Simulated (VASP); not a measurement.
# MgB (Pm-3m) in VASP: notebook

MgB is run at these levels: RPBE, BLYP; tasks: single point.

All numbers are computed with VASP 6.6.1; they aren't measurements. Logs are shortened: lines on timing, memory, paths and dates and some standing lists are left out, and cuts for length are marked.

## (1) The cell of the first run

Symmetry: Pm-3m, No. 221, cubic system. Conventional cell: a = 2.895 Å, b = 2.895 Å, c = 2.895 Å, α = 90.00°, β = 90.00°, γ = 90.00°. Mg (site symmetry m-3m) has 8 B at 2.51 Å and 6 Mg at 2.90 Å within 3.3 Å. B (site symmetry m-3m) has 8 Mg at 2.51 Å and 6 B at 2.90 Å within 3.3 Å.

## (2) Single point, RPBE

INCAR reads:

```
  PREC = Accurate
  ENCUT = 520
  EDIFF = 1E-6
  ISMEAR = -1
  SIGMA = 0.05
  LREAL = False
  LASPH = True
  NELM = 80
  ALGO = Normal
  ISIF = 2
  LWAVE = False
  LCHARG = False
  GGA = RP
  NBANDS = 10
```

KPOINTS reads:

```
regular mesh
0
Gamma
  9 9 9
```

POSCAR reads:

```
MgB
1.0
    2.8951500000      0.0000000000      0.0000000000
    0.0000000000      2.8951500000      0.0000000000
    0.0000000000      0.0000000000      2.8951500000
Mg B
1 1
Direct
    0.0000000000      0.0000000000      0.0000000000
    0.5000000000      0.5000000000      0.5000000000
```

Potentials or basis: VASP PAW PBE potentials, release 64 (Mg, B).

Started as:

```bash
$ cat potpaw_PBE.64/Mg/POTCAR potpaw_PBE.64/B/POTCAR > POTCAR
$ mpirun -np 1 vasp_std > vasp.out
```

OUTCAR:

```text
PREC = Accurate
   ENCUT = 520
   EDIFF = 1E-6
   ISMEAR = -1
   LREAL = False
   LASPH = True
   NELM = 80
   ISIF = 2
   GGA = RP

 ion  position               nearest neighbor table
   1  0.000  0.000  0.000-   2 2.51   2 2.51   2 2.51   2 2.51   2 2.51   2 2.51   2 2.51   2 2.51

   2  0.500  0.500  0.500-   1 2.51   1 2.51   1 2.51   1 2.51   1 2.51   1 2.51   1 2.51   1 2.51

  LATTYP: Found a simple cubic cell.
 ALAT       =     2.8951500000

  Lattice vectors:

 A1 = (   2.8951500000,   0.0000000000,   0.0000000000)
 A2 = (   0.0000000000,   2.8951500000,   0.0000000000)
 A3 = (   0.0000000000,   0.0000000000,   2.8951500000)

Analysis of symmetry for initial positions (statically):
=====================================================================
 Subroutine PRICEL returns:
 Original cell was already a primitive cell.

 Routine SETGRP: Setting up the symmetry group for a
 simple cubic supercell.

 Subroutine GETGRP returns: Found 48 space group operations
 (whereof 48 operations were pure point group operations)
 out of a pool of 48 trial point group operations.

The static configuration has the point symmetry O_h .

Analysis of symmetry for dynamics (positions and initial velocities):
=====================================================================
 Subroutine PRICEL returns:
 Original cell was already a primitive cell.

 Routine SETGRP: Setting up the symmetry group for a
 simple cubic supercell.

 Subroutine GETGRP returns: Found 48 space group operations
 (whereof 48 operations were pure point group operations)
 out of a pool of 48 trial point group operations.

The dynamic configuration has the point symmetry O_h .

 Subroutine INISYM returns: Found 48 space group operations
 (whereof 48 operations are pure point group operations),
 and found     1 'primitive' translations

----------------------------------------------------------------------------------------

                                     Primitive cell

  volume of cell :      24.2668

  direct lattice vectors                    reciprocal lattice vectors
     2.895150000  0.000000000  0.000000000     0.345405247  0.000000000  0.000000000
     0.000000000  2.895150000  0.000000000     0.000000000  0.345405247  0.000000000
     0.000000000  0.000000000  2.895150000     0.000000000  0.000000000  0.345405247

  length of vectors
[... 87 lines left out ...]
   NFREE  =      0    steps in history (QN), initial steepest desc. (CG)
   ISIF   =      2    stress and relaxation
   ISYM   =      2    0-nonsym 1-usesym 2-fastsym
   POTIM  = 0.5000    time-step for ionic-motion
   TEBEG  =    0.0;   TEEND  =   0.0 temperature during run
   PSTRESS=    0.0 pullay stress
   NELECT =       5.0000    total number of electrons
   NUPDOWN=      -1.0000    fix difference up-down
   EMIN   =  10.00;   EMAX   =-10.00  energy-range for DOS
   EFERMI =   0.00;   METHOD = LEGACY
   ISMEAR =    -1;   SIGMA  =   0.05  broadening in eV -4-tet -1-fermi 0-gaus
   EFERMI_NEDOS =   21; number of points for ismear=-14 and -15
   IALGO  =     38    algorithm
   IMIX   =      4    mixing-type and parameters
     AMIX     =   0.40;   BMIX     =  1.00
     AMIX_MAG =   1.60;   BMIX_MAG =  1.00
  volume/ion in A,a.u.               =      12.13        81.88
  Fermi-wavevector in a.u.,A,eV,Ry     =   0.966927  1.827227 12.720742  0.934948
  Thomas-Fermi vector in A             =   2.096770
   LORBIT       =      0    0 simple, 1 ext, 2 COOP (PROOUT), +10 PAW based schemes
   GGA     = RP    functional components
   LHFCALC =     F    Hartree Fock is set to
   AEXX    =    0.0000 exact exchange contribution
   IVDW    =     0    specifies the selected vdW correction
   LEPSILON=     F    determine dielectric tensor
   LRPA    =     F    only Hartree local field effects (RPA)
 non-spin polarized calculation
  energy-cutoff  :      520.00
  volume of cell :       24.27
 maximum number of plane-waves:       667
 NGX is ok and might be reduce to    24
   NGX = 11   NGY = 11   NGZ = 11

 number of electron       5.0000000 magnetization

 Free energy of the ion-electron system (eV)
  ---------------------------------------------------
  ext. energy  EPLUGINS =         0.00000000
  ---------------------------------------------------
  free energy    TOTEN  =        -6.15621622 eV

  energy without entropy =       -6.14948239  energy(sigma->0) =       -6.15284930

 E-fermi :   4.8463     XC(G=0): -10.2695

 val. band max:        4.8331909965   @ k =   0.3333   0.3333   0.3333
 cond. band min:       4.9119852769   @ k =   0.3333   0.2222   0.1111
 fundamental gap:      0.0787942805
 Fermi energy:         4.8463317988

 k-point     1 :       0.0000    0.0000    0.0000
  band No.  band energies     occupation
      1      -6.0773      2.00000
      2       7.2467      0.00000
      3       7.2467      0.00000
      4       7.2467      0.00000
      5      11.7274      0.00000
      6      11.7274      0.00000
      7      13.7583      0.00000
      8      23.0634      0.00000
      9      23.0634      0.00000
     10      23.0634      0.00000
[... 287 lines left out ...]
 k-point    24 :       0.4444    0.3333    0.1111
  band No.  band energies     occupation
      1      -1.5544      2.00000
      2       1.0367      2.00000
      3       3.4758      2.00000
      4       8.4376      0.00000
      5       8.6328      0.00000
      6      14.7484      0.00000
      7      15.8933      0.00000
      8      19.7380      0.00000
      9      21.0299      0.00000
     10      21.9521      0.00000

 [... further k-points ...]

------------------------ aborting loop because EDIFF is reached ----------------------------------------

  FORCE on cell =-STRESS in cart. coord.  units (eV):
  Direction    XX          YY          ZZ          XY          YZ          ZX
  --------------------------------------------------------------------------------------
  -------------------------------------------------------------------------------------
  Total        0.3657801      0.3657801      0.3657801      0.0000000     -0.0000000      0.0000000
  in kB       24.1500184     24.1500184     24.1500184      0.0000000     -0.0000000      0.0000000
  external PRESSURE =      24.1500184 kB  Pullay stress =       0.0000000 kB

 VOLUME and BASIS-vectors are now :
 -----------------------------------------------------------------------------
  energy-cutoff  :      520.00
  volume of cell :       24.27
      direct lattice vectors                 reciprocal lattice vectors
     2.895150000  0.000000000  0.000000000     0.345405247  0.000000000  0.000000000
     0.000000000  2.895150000  0.000000000     0.000000000  0.345405247  0.000000000
     0.000000000  0.000000000  2.895150000     0.000000000  0.000000000  0.345405247

 POSITION                                       TOTAL-FORCE (eV/Angst)
 -----------------------------------------------------------------------------------
      0.00000      0.00000      0.00000         0.000000      0.000000      0.000000
      1.44758      1.44758      1.44758         0.000000      0.000000      0.000000
 -----------------------------------------------------------------------------------
    total drift:                                0.000000     -0.000000     -0.000000

  FREE ENERGIE OF THE ION-ELECTRON SYSTEM (eV)
  ---------------------------------------------------
  free  energy   TOTEN  =        -6.1562162155 eV

  energy  without entropy=       -6.1494823864  energy(sigma->0) =       -6.15284930
```

Run time: 4.8 s. Hardware: 1 thread of Intel Xeon 6975P-C, shared host; peak memory 0.14 GiB.

What came out:

```yaml
Free_energy: -6.1562 eV
Pressure: 2.4 GPa
```

Caveat: the PAW data sets were made with another functional, which shifts forces and pressure a little.

## (3) Single point, BLYP

INCAR reads:

```
AGGAC = 1.0
AGGAX = 1.0
ALDAC = 0.0
ALDAX = 1.0
ALGO = Normal
EDIFF = 1E-7
ENCUT = 520
GGA = B5
ISIF = 2
ISMEAR = -1
LASPH = True
LCHARG = False
LREAL = False
LWAVE = False
NBANDS = 10
NELM = 100
PREC = Accurate
SIGMA = 0.05
```

KPOINTS reads:

```
k-points
0
Gamma
  9 9 9
```

POSCAR is that of step 2.

Potentials or basis: VASP PAW PBE potentials, release 64 (Mg, B).

Started as:

```bash
$ cat potpaw_PBE.64/Mg/POTCAR potpaw_PBE.64/B/POTCAR > POTCAR
$ mpirun -np 1 vasp_std > vasp.out
```

It took 8.6 s on 1 thread of Intel Xeon 6975P-C, shared host; peak memory 0.14 GiB.

The run converged. Its results:

```yaml
Free_energy: -5.3228 eV
Pressure: 2.4 GPa
```

Levels at points of the mesh, in eV from the Fermi level:
| k point | band 1 | band 2 | band 3 | band 4 | band 5 | band 6 |
| --- | --- | --- | --- | --- | --- | --- |
| (0.00, 0.00, 0.00) | -10.79 | 2.29 | 2.29 | 2.29 | 7.20 | 7.20 |

Caveat: the PAW data sets were made with another functional, which shifts forces and pressure a little.
